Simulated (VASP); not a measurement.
# H2CO in VASP: notebook

The runs below take H2CO through single point, with PBE+D3(BJ).

Everything below comes from runs of VASP 6.6.1. Logs are shortened: lines on timing, memory, paths and dates and some standing lists are left out, and cuts for length are marked.

### Step 1. The cell of the first run

The cell holds a disordered packing, 24 atoms: a = 7.153 Å, b = 7.153 Å, c = 7.153 Å, α = 90.00°, β = 90.00°, γ = 90.00°.

### Step 2. Single point, PBE+D3(BJ)

INCAR

```
ALGO = Normal
EDIFF = 1E-6
ENCUT = 1000
GGA = PE
GGA_COMPAT = False
ISIF = 2
ISMEAR = -1
IVDW = 12
LASPH = True
LCHARG = False
LREAL = Auto
LWAVE = False
NBANDS = 54
NELM = 120
PREC = Accurate
SIGMA = 0.02
```

KPOINTS

```
k-points
0
Gamma
  1 1 1
```

POSCAR

```
H2CO
1.0
    7.1530900000      0.0000000000      0.0000000000
    0.0000000000      7.1530900000      0.0000000000
    0.0000000000      0.0000000000      7.1530900000
O C H
6 6 12
Direct
    0.2102308233      0.5214809264      0.7332495467
    0.2753075943      1.0150158882      0.4351266376
    0.5799172106      0.5247522399      1.1760232291
    0.6486287744      0.4694474696      0.6199139113
    0.9296122375      1.0157009069      0.6586663945
    0.5184752324      0.0419399169      1.0311487763
    0.2988918076      0.5954489598      0.6120012470
    0.1447066932      0.9551117070      0.3467033128
    0.7008719309      0.5814969475      1.0772687049
    0.6529625658      0.3109844836      0.6701719117
    0.9221189724      0.9116060332      0.7970681202
    0.3753342961      0.1387092851      1.0075785430
    0.3668764129      0.7383941765      0.6294342725
    0.2939708573      0.5522228855      0.4725370434
    0.0663489485      1.0478688231      0.2486338072
    0.1037593543      0.7990952162      0.3398111865
    0.6807966907      0.6709547902      0.9573624825
    0.8566927020      0.5477912343      1.1059695880
    0.5834541436      0.1900157834      0.6016840275
    0.7559809816      0.2763560923      0.7876316389
    0.8878400803      0.9687841199      0.9353300462
    0.9379862409      0.7526537482      0.7750077239
    0.3712241842      0.2961796930      1.0305755974
    0.2479348086      0.0734228145      0.9497014577
```

Potentials or basis: VASP PAW PBE potentials, release 64 (O_h, C_h, H_h).

Run with:

```bash
cat potpaw_PBE.64/O_h/POTCAR potpaw_PBE.64/C_h/POTCAR potpaw_PBE.64/H_h/POTCAR > POTCAR
mpirun -np 1 vasp_gam > vasp.out
```

OUTCAR:

```text
EDIFF = 1E-6
   ENCUT = 1000
   GGA = PE
   ISIF = 2
   ISMEAR = -1
   IVDW = 12
   LASPH = True
   LREAL = Auto
   NELM = 120
   PREC = Accurate
 IVDW          = 12

 ion  position               nearest neighbor table
   1  0.210  0.521  0.733-   7 1.20
   2  0.275  0.015  0.435-   8 1.21
   3  0.580  0.525  0.176-   9 1.19
   4  0.649  0.469  0.620-  10 1.19
   5  0.930  0.016  0.659-  11 1.24
   6  0.518  0.042  0.031-  12 1.25
   7  0.299  0.595  0.612-  14 1.05  13 1.14   1 1.20
   8  0.145  0.955  0.347-  15 1.12  16 1.15   2 1.21
   9  0.701  0.581  0.077-  17 1.08  18 1.16   3 1.19
  10  0.653  0.311  0.670-  19 1.11  20 1.14   4 1.19
  11  0.922  0.912  0.797-  21 1.10  22 1.15   5 1.24
  12  0.375  0.139  0.008-  24 1.10  23 1.14   6 1.25
  13  0.367  0.738  0.629-   7 1.14
  14  0.294  0.552  0.473-   7 1.05
  15  0.066  0.048  0.249-   8 1.12
  16  0.104  0.799  0.340-   8 1.15
  17  0.681  0.671  0.957-   9 1.08
  18  0.857  0.548  0.106-   9 1.16
  19  0.583  0.190  0.602-  10 1.11
  20  0.756  0.276  0.788-  10 1.14
  21  0.888  0.969  0.935-  11 1.10
  22  0.938  0.753  0.775-  11 1.15
  23  0.371  0.296  0.031-  12 1.14
  24  0.248  0.073  0.950-  12 1.10

  LATTYP: Found a simple cubic cell.
 ALAT       =     7.1530900000

  Lattice vectors:

 A1 = (   7.1530900000,   0.0000000000,   0.0000000000)
 A2 = (   0.0000000000,   7.1530900000,   0.0000000000)
 A3 = (   0.0000000000,   0.0000000000,   7.1530900000)

Analysis of symmetry for initial positions (statically):
=====================================================================
 Subroutine PRICEL returns:
 Original cell was already a primitive cell.

 Routine SETGRP: Setting up the symmetry group for a
 simple cubic supercell.

 Subroutine GETGRP returns: Found  1 space group operations
 (whereof  1 operations were pure point group operations)
 out of a pool of 48 trial point group operations.

The static configuration has the point symmetry C_1 .

Analysis of symmetry for dynamics (positions and initial velocities):
=====================================================================
 Subroutine PRICEL returns:
 Original cell was already a primitive cell.

 Routine SETGRP: Setting up the symmetry group for a
 simple cubic supercell.

 Subroutine GETGRP returns: Found  1 space group operations
 (whereof  1 operations were pure point group operations)
 out of a pool of 48 trial point group operations.

The dynamic configuration has the point symmetry C_1 .

 Subroutine INISYM returns: Found  1 space group operations
 (whereof  1 operations are pure point group operations),
 and found     1 'primitive' translations

----------------------------------------------------------------------------------------

                                     Primitive cell

  volume of cell :     366.0000

  direct lattice vectors                    reciprocal lattice vectors
     7.153090000  0.000000000  0.000000000     0.139799723  0.000000000  0.000000000
     0.000000000  7.153090000  0.000000000     0.000000000  0.139799723  0.000000000
     0.000000000  0.000000000  7.153090000     0.000000000  0.000000000  0.139799723

  length of vectors
     7.153090000  7.153090000  7.153090000     0.139799723  0.139799723  0.139799723

  position of ions in fractional coordinates (direct lattice)
     0.210230823  0.521480926  0.733249547
     0.275307594  0.015015888  0.435126638
     0.579917211  0.524752240  0.176023229
     0.648628774  0.469447470  0.619913911
     0.929612238  0.015700907  0.658666395
     0.518475232  0.041939917  0.031148776
[... 16 lines left out ...]
     0.371224184  0.296179693  0.030575597
     0.247934809  0.073422814  0.949701458

  ion indices of the primitive-cell ions
   primitive index   ion index
                 1           1
                 2           2
                 3           3
                 4           4
                 5           5
                 6           6
[... 16 lines left out ...]
                23          23
                24          24

----------------------------------------------------------------------------------------

 KPOINTS: k-points

Automatic generation of k-mesh.
 Grid dimensions read from file:
 generate k-points for:    1    1    1

 Generating k-lattice:

  Cartesian coordinates                     Fractional coordinates (reciprocal lattice)
     0.139799723  0.000000000  0.000000000     1.000000000  0.000000000  0.000000000
     0.000000000  0.139799723  0.000000000     0.000000000  1.000000000  0.000000000
     0.000000000  0.000000000  0.139799723     0.000000000  0.000000000  1.000000000

  Length of vectors
     0.139799723  0.139799723  0.139799723

  Shift w.r.t. Gamma in fractional coordinates (k-lattice)
     0.000000000  0.000000000  0.000000000

 Subroutine IBZKPT returns following result:
 ===========================================

 Found      1 irreducible k-points:

 Following reciprocal coordinates:
            Coordinates               Weight
  0.000000  0.000000  0.000000      1.000000
   k-points           NKPTS =      1   k-points in BZ     NKDIM =      1   number of bands    NBANDS=     54
   number of dos      NEDOS =    301   number of ions     NIONS =     24
   total plane-waves  NPLWV = 512000
   dimension x,y,z NGX =    80 NGY =   80 NGZ =   80
   dimension x,y,z NGXF=   160 NGYF=  160 NGZF=  160
   ions per type =               6   6  12
   NGX,Y,Z   is equivalent  to a cutoff of  18.59, 18.59, 18.59 a.u.
   NGXF,Y,Z  is equivalent  to a cutoff of  37.19, 37.19, 37.19 a.u.
 SYSTEM =  unknown system
   PREC   = accura    normal or accurate (medium, high low for compatibility)
   ISTART =      0    job   : 0-new  1-cont  2-samecut
   ICHARG =      2    charge: 1-file 2-atom 10-const
   ISPIN  =      1    spin polarized calculation?
   LNONCOLLINEAR =      F non collinear calculations
   LSORBIT =      F    spin-orbit coupling
   LASPH  =      T    aspherical Exc in radial PAW
   ENCUT  = 1000.0 eV  73.50 Ry    8.57 a.u.  18.44 18.44 18.44*2*pi/ulx,y,z
   NELM   =    120;   NELMIN=  2; NELMDL= -5     # of ELM steps
   EDIFF  = 0.1E-05   stopping-criterion for ELM
   LREAL  =      T    real-space projection
   EDIFFG = 0.1E-04   stopping-criterion for IOM
   NSW    =      0    number of steps for IOM
[... 5 lines left out ...]
   TEBEG  =    0.0;   TEEND  =   0.0 temperature during run
   PSTRESS=    0.0 pullay stress
   NELECT =      72.0000    total number of electrons
   NUPDOWN=      -1.0000    fix difference up-down
   EMIN   =  10.00;   EMAX   =-10.00  energy-range for DOS
   EFERMI =   0.00;   METHOD = LEGACY
   ISMEAR =    -1;   SIGMA  =   0.02  broadening in eV -4-tet -1-fermi 0-gaus
   EFERMI_NEDOS =   21; number of points for ismear=-14 and -15
   IALGO  =     38    algorithm
   IMIX   =      4    mixing-type and parameters
     AMIX     =   0.40;   BMIX     =  1.00
     AMIX_MAG =   1.60;   BMIX_MAG =  1.00
  volume/ion in A,a.u.               =      15.25       102.91
  Fermi-wavevector in a.u.,A,eV,Ry     =   0.952121  1.799247 12.334140  0.906534
  Thomas-Fermi vector in A             =   2.080654
   LORBIT       =      0    0 simple, 1 ext, 2 COOP (PROOUT), +10 PAW based schemes
   GGA     = PE    functional components
   LHFCALC =     F    Hartree Fock is set to
   AEXX    =    0.0000 exact exchange contribution
   IVDW    =    12    specifies the selected vdW correction
   LEPSILON=     F    determine dielectric tensor
   LRPA    =     F    only Hartree local field effects (RPA)
 non-spin polarized calculation
  energy-cutoff  :     1000.00
  volume of cell :      366.00
 maximum number of plane-waves:     13097
 NGX is ok and might be reduce to    80
   NGX = 37   NGY = 37   NGZ = 37

 number of electron      71.9999998 magnetization

 Free energy of the ion-electron system (eV)
  ---------------------------------------------------
  ext. energy  EPLUGINS =         0.00000000
  ---------------------------------------------------
  free energy    TOTEN  =      -133.46645107 eV

  energy without entropy =     -133.46645107  energy(sigma->0) =     -133.46645107

 E-fermi :  -2.0711     XC(G=0):  -6.0650

 val. band max:       -2.6515761123   @ k =   0.0000   0.0000   0.0000
 cond. band min:      -0.0188240244   @ k =   0.0000   0.0000   0.0000
 fundamental gap:      2.6327520879
 Fermi energy:        -2.0710706867

 k-point     1 :       0.0000    0.0000    0.0000
  band No.  band energies     occupation
      1     -23.8742      2.00000
      2     -23.7453      2.00000
      3     -23.6241      2.00000
      4     -23.4322      2.00000
      5     -23.3969      2.00000
      6     -23.1275      2.00000
[... 40 lines left out ...]
     47       4.3543      0.00000
     48       4.8218      0.00000
 [bands above 48 left out]

------------------------ aborting loop because EDIFF is reached ----------------------------------------

 Edisp (eV)   -0.87551

 E8    (eV) :    -0.2029

  FORCE on cell =-STRESS in cart. coord.  units (eV):
  Direction    XX          YY          ZZ          XY          YZ          ZX
  --------------------------------------------------------------------------------------
  -------------------------------------------------------------------------------------
  Total      -1.39495    -2.69257     3.30334     1.53462    -1.09780    -1.93655
  in kB      -6.10646   -11.78683    14.46049     6.71787    -4.80565    -8.47731
  external pressure =       -1.14 kB  Pullay stress =        0.00 kB

 VOLUME and BASIS-vectors are now :
 -----------------------------------------------------------------------------
  energy-cutoff  :     1000.00
  volume of cell :      366.00
      direct lattice vectors                 reciprocal lattice vectors
     7.153090000  0.000000000  0.000000000     0.139799723  0.000000000  0.000000000
     0.000000000  7.153090000  0.000000000     0.000000000  0.139799723  0.000000000
     0.000000000  0.000000000  7.153090000     0.000000000  0.000000000  0.139799723

 POSITION                                       TOTAL-FORCE (eV/Angst)
 -----------------------------------------------------------------------------------
      1.50380      3.73020      5.24500        -0.558794     -0.894857      1.306896
      1.96930      0.10741      3.11250         0.052714     -0.142617      0.155323
      4.14820      3.75360      1.25911        -1.268756     -0.522883      0.728572
      4.63970      3.35800      4.43430        -0.713732      1.800824     -0.852325
      6.64960      0.11231      4.71150        -0.003716     -1.070579      1.508345
      3.70870      0.30000      0.22281        -1.902521      1.538160     -0.240543
[... 16 lines left out ...]
      2.65540      2.11860      0.21871         0.112963     -0.804749      0.078424
      1.77350      0.52520      6.79330        -0.275160     -0.029144      0.023926
 -----------------------------------------------------------------------------------
    total drift:                                0.004561      0.000777     -0.004034

  FREE ENERGIE OF THE ION-ELECTRON SYSTEM (eV)
  ---------------------------------------------------
  free  energy   TOTEN  =      -134.3419637482 eV

  energy  without entropy=     -134.3419637482  energy(sigma->0) =     -134.34196375
```

It took 2.5 min on 1 thread of Intel Xeon Platinum 8375C at 2.90GHz (Ice Lake), shared host; peak memory 0.89 GiB.

Results:

```yaml
Free_energy: -134.3420 eV
Pressure: -0.1 GPa
Largest_force: 2.812 eV/Å
Dispersion_energy_per_atom: -0.036 eV
```

Forces on the atoms (eV/Å):
```
O   -0.559 -0.895  1.307
O    0.053 -0.143  0.155
O   -1.269 -0.523  0.729
O   -0.714  1.801 -0.852
O   -0.004 -1.071  1.508
O   -1.903  1.538 -0.241
C    0.303  2.694  0.746
C    0.052 -0.685 -0.576
C    2.411 -0.139  0.275
C    1.894 -1.574  1.321
C   -0.156 -0.209 -2.463
C    2.201 -0.657  0.008
H    0.068 -0.728  0.218
H    0.216 -1.139 -2.223
H   -0.246 -0.056  0.169
H    0.184  0.959  0.288
H   -0.492  0.582 -0.892
H   -0.748  0.086 -0.097
H   -0.387  0.150 -0.023
H   -0.788 -0.237 -0.365
H    0.023 -0.012  0.413
H    0.023  1.093  0.491
H    0.113 -0.805  0.078
H   -0.275 -0.029  0.024
```

Stress tensor (GPa, compression positive):
```
-0.61  0.67 -0.85
 0.67 -1.18 -0.48
-0.85 -0.48  1.45
```

Caveat: the k points lie up to 0.88 Å⁻¹ apart, too coarse for converged energies, forces and pressures.

### Step 3. Single point, PBE+D3(BJ)

INCAR

```
SYSTEM = H2CO
PREC = Accurate ; ENCUT = 1000
EDIFF = 1E-6 ; ISMEAR = -1
SIGMA = 0.02 ; LREAL = Auto
LASPH = .TRUE. ; NELM = 120
ALGO = Normal ; ISIF = 2
LWAVE = .FALSE. ; LCHARG = .FALSE.
GGA = PE ; IVDW = 12
NBANDS = 54 ; GGA_COMPAT = .FALSE.
```

KPOINTS

```
Automatic mesh
0
G
  1 1 1
  0 0 0
```

POSCAR

```
H2CO
1.0
    7.1530900000      0.0000000000      0.0000000000
    0.0000000000      7.1530900000      0.0000000000
    0.0000000000      0.0000000000      7.1530900000
O C H
6 6 12
Direct
    0.2101858170      0.5571210704      0.7660857778
    0.2935506674      1.0139735253      0.4618176384
    0.6176988751      0.5713562414      1.1415247069
    0.6590077424      0.4443137525      0.6138584051
    0.8920024404      0.9531049335      0.6416451139
    0.4883537224      0.0785689774      1.0086161541
    0.3102510176      0.6045143736      0.6369642284
    0.2000697972      0.9420319667      0.3402907214
    0.7145606349      0.5876114840      1.0034134841
    0.6431770516      0.2804852802      0.6560574540
    0.9448226144      0.9299932161      0.8005958376
    0.3667362159      0.1920531936      0.9773160083
    0.4143930062      0.7191451014      0.6515379124
    0.3025379401      0.5364765081      0.4971823739
    0.0631394366      1.0017494642      0.2960911268
    0.2460950809      0.8123157667      0.2664347342
    0.6758434973      0.6809959515      0.8852963387
    0.8479879069      0.5086932337      0.9852799817
    0.5502430949      0.1842433751      0.5777262469
    0.7201420158      0.2208172562      0.7763396348
    0.8512919251      0.9583965184      0.9230884633
    1.0875808469      0.8779883878      0.8336072109
    0.3914051816      0.3464778060      0.9766991012
    0.2194569716      0.1487303161      0.9466633451
```

Potentials or basis: VASP PAW PBE potentials, release 64 (O_h, C_h, H_h).

Run with:

```bash
cat potpaw_PBE.64/O_h/POTCAR potpaw_PBE.64/C_h/POTCAR potpaw_PBE.64/H_h/POTCAR > POTCAR
mpirun -np 1 vasp_gam > vasp.out
```

Run time: 70 s. Hardware: 1 thread of AMD EPYC 7R13 (Zen 3), shared host; peak memory 0.9 GiB.

Results (log left out):

```yaml
Free_energy: -134.8117 eV
Pressure: 0.0 GPa
Largest_force: 0.259 eV/Å
Dispersion_energy_per_atom: -0.037 eV
```

Forces in eV/Å, atoms in the order of the input:
```
O    0.030 -0.023 -0.059
O    0.014  0.004  0.031
O    0.040 -0.040 -0.111
O   -0.010  0.061  0.052
O   -0.029 -0.027 -0.130
O   -0.003 -0.011 -0.038
C    0.032  0.069  0.091
C   -0.022 -0.072 -0.093
C   -0.074  0.042  0.113
C    0.089  0.064 -0.110
C   -0.031 -0.020  0.189
C   -0.099  0.235  0.050
H   -0.054 -0.056 -0.057
H   -0.013  0.007 -0.001
H    0.015  0.025  0.011
H    0.021  0.074  0.044
H   -0.028  0.020  0.015
H    0.029 -0.011  0.017
H   -0.027 -0.082 -0.004
H   -0.010 -0.018  0.029
H    0.061  0.049 -0.086
H    0.036 -0.050 -0.004
H    0.009 -0.235  0.043
H    0.023 -0.004  0.009
```

Stress tensor (GPa, compression positive):
```
-0.01 -0.02  0.16
-0.02  0.15 -0.23
 0.16 -0.23 -0.13
```

Levels at points of the mesh, in eV from the Fermi level:
```
           k point  band 34  band 35  band 36  band 37  band 38  band 39
(0.00, 0.00, 0.00)    -0.63    -0.53    -0.49     2.36     2.57     2.82
```

Caveat: the k points lie up to 0.88 Å⁻¹ apart, too coarse for converged energies, forces and pressures.

### Step 4. Single point, PBE+D3(BJ)

INCAR

```
ALGO = Normal
EDIFF = 1E-6
ENCUT = 1000
GGA = PE
GGA_COMPAT = F
ISIF = 2
ISMEAR = -1
IVDW = 12
LASPH = T
LCHARG = T
LELF = T
LREAL = Auto
LVHAR = T
LWAVE = F
NBANDS = 54
NELM = 120
PREC = Accurate
SIGMA = 0.02
```

KPOINTS

```
k-points
0
Gamma
  1 1 1
```

POSCAR

```
H2CO
1.0
    7.1530900000      0.0000000000      0.0000000000
    0.0000000000      7.1530900000      0.0000000000
    0.0000000000      0.0000000000      7.1530900000
O C H
6 6 12
Direct
    0.1559745509      0.5961199985      0.6239541233
    0.2737697974      0.9961569056      0.4647781588
    0.5231445431      0.5945123017      1.1663071484
    0.6563596991      0.4319252239      0.6403805908
    0.9168764828      1.0504551180      0.6558424401
    0.5531176037      0.0006151188      1.0500916387
    0.3217211023      0.6340197034      0.6173835363
    0.1130700159      0.9984775810      0.4121435631
    0.6668586583      0.6047037015      1.0759406075
    0.6452176612      0.2785229880      0.7155089619
    0.9351622865      0.9327996712      0.7729526680
    0.4050976571      0.0861445893      1.0782333229
    0.4158762157      0.6628044663      0.7377371178
    0.4042588588      0.6166425978      0.4880408327
    0.0466931075      1.1233606735      0.3335481589
    0.0276523852      0.8690090576      0.4040351792
    0.6790491941      0.5529917840      0.9270399226
    0.7882187978      0.6928614067      1.1385009835
    0.5914506877      0.1480758665      0.6309441095
    0.6831872659      0.2681638285      0.8684638387
    0.8429224293      0.9094251575      0.9031201900
    1.0502873583      0.8304662740      0.7702265734
    0.3887970094      0.2306835228      1.1428627348
    0.2618868209      0.0202989198      1.0420531547
```

Run with:

```bash
cat potpaw_PBE.64/O_h/POTCAR potpaw_PBE.64/C_h/POTCAR potpaw_PBE.64/H_h/POTCAR > POTCAR
mpirun -np 1 vasp_gam > vasp.out
```

It took 2.4 min on 1 thread of Intel Xeon Platinum 8488C (Sapphire Rapids), shared host; peak memory 0.93 GiB.

The run converged. Its results:

```
Free energy                : -134.3724 eV
Pressure                   : -1.1 GPa
Largest force              : 2.910 eV/Å
Dispersion energy per atom : -0.037 eV
```

Forces on the atoms (eV/Å):
```
O   -0.035  0.234  0.374
O    0.592  0.210  0.375
O    0.354 -0.584 -0.422
O   -0.001 -0.719  0.232
O   -0.604  1.254 -0.653
O   -1.947  1.526  0.405
C    0.629 -0.825 -0.706
C   -0.818  0.347 -1.514
C   -0.027  1.313  0.576
C   -0.323 -0.079 -0.987
C    0.141 -1.680  2.372
C    0.403 -1.116 -0.128
H   -0.527  0.387  0.440
H   -0.161  0.248 -0.297
H    0.511 -0.599  0.765
H    0.005 -0.086  0.158
H    0.134  0.092  0.528
H   -0.465 -0.875 -0.583
H    0.421  1.243  1.157
H   -0.169 -0.511 -0.535
H    0.059  0.705 -1.048
H    0.251 -0.136 -0.288
H    0.617 -0.575 -0.309
H    0.959  0.227  0.089
```

Stress tensor (GPa, compression positive):
```
-1.27 -0.24 -0.44
-0.24 -1.27 -0.83
-0.44 -0.83 -0.90
```

Levels at points of the mesh, in eV from the Fermi level:
```tsv
k point	band 32	band 33	band 34	band 35	band 36	band 37	band 38	band 39	band 40	band 41
(0.00, 0.00, 0.00)	-1.62	-1.25	-1.11	-0.97	-0.57	1.88	2.02	2.43	2.70	3.10
```

Caveat: the k points lie up to 0.88 Å⁻¹ apart, too coarse for converged energies, forces and pressures; the atoms stand as in a frame of molecular dynamics.

### Step 5. Summary

| cell | pressure (GPa) | largest force (eV/Å) |
| --- | --- | --- |
| as given, atomic positions A | -0.1 | 2.81 |
| as given, atomic positions B | 0.0 | 0.26 |
| as given, atomic positions C | -1.1 | 2.91 |

Alike in all rows: task single point; level PBE+D3(BJ); potentials or basis VASP PAW PBE potentials, release 64 (O_h, C_h, H_h); no spin polarisation; k mesh 1 × 1 × 1; cutoff (eV) 1000; smearing fermi-dirac 0.02 eV.

Caveats: all runs use coarse meshes; the atoms stand as in a frame of molecular dynamics (at least some runs).

Absolute energies hang on the potentials; compare differences alone.
